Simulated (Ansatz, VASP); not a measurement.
# SnTe: VASP beside Ansatz

File POSCAR:

```
SnTe
1.0
    0.0000000000      3.1534194912      3.1534194912
    3.1534194912      0.0000000000      3.1534194912
    3.1534194912      3.1534194912      0.0000000000
Sn Te
1 1
Direct
    0.0000000000      0.0000000000      0.0000000000
    0.5000000000      0.5000000000      0.5000000000
```

Contents of INCAR.step1:

```
SYSTEM = SnTe
PREC = Accurate ; ENCUT = 520
ISMEAR = 0 ; SIGMA = 0.01
LREAL = .False. ; LASPH = .True.
NELM = 100 ; NBANDS = 17
GGA = PE ; ALGO = Normal
EDIFF = 1E-4 ; LWAVE = .True.
LCHARG = .False.
```

File INCAR.step2:

```
SYSTEM = SnTe
PREC = Accurate ; ENCUT = 520
EDIFF = 1E-6 ; ISMEAR = 0
SIGMA = 0.01 ; LREAL = .False.
LASPH = .True. ; NELM = 100
ALGO = Normal ; ISIF = 2
LWAVE = .False. ; LCHARG = .False.
METAGGA = R2SCAN ; LMIXTAU = .True.
NBANDS = 17 ; ISTART = 1
```

The input KPOINTS:

```
Automatic mesh
0
Gamma
  10 10 10
  0 0 0
```

Input for Ansatz:

```yaml
crystal:
  lattice:
    - [0.0, 3.1534194912, 3.1534194912]
    - [3.1534194912, 0.0, 3.1534194912]
    - [3.1534194912, 3.1534194912, 0.0]
  atoms:
    - { symbol: Sn, position: [0.0, 0.0, 0.0] }
    - { symbol: Te, position: [0.5, 0.5, 0.5] }
basis:
  ecutwfc: 500
kpoints:
  mp_grid: { grid: [10, 10, 10] }
hamiltonian:
  xc: r2scan
scf:
  occupations: { method: gaussian, width: 0.01 }
output:
  forces: true
  stress: true
  eigenvalues: true
```

Alike in both runs: task single point; functional r2SCAN; k mesh 10 × 10 × 10; occupations gaussian, width 0.01 eV; no spin polarisation.

|  | VASP | Ansatz |
| --- | --- | --- |
| version | VASP 6.6.1 | Ansatz 0.2.0 |
| potentials or method | VASP PAW PBE potentials, release 64 (Sn_d, Te), cutoff 520 eV | scalar-relativistic, plane waves, PAW |
| valence electrons in the cell | 20 | 30 |

|  | VASP | Ansatz | Ansatz less VASP |
| --- | --- | --- | --- |
| gap on the k mesh at the Fermi level (eV) | 0.04 | 0.04 | +0.002 |
| least direct gap on the mesh (eV) | 0.04 | 0.04 | +0.002 |
| pressure (GPa) | 1.5 | 1.4 | -0.01 |

VASP's potentials were made for PBE, not for r2SCAN. VASP's potentials hold 20 valence electrons a cell and Ansatz's 30, so a difference there can come from the potentials and not from the codes.

Neither program's run includes spin-orbit coupling.
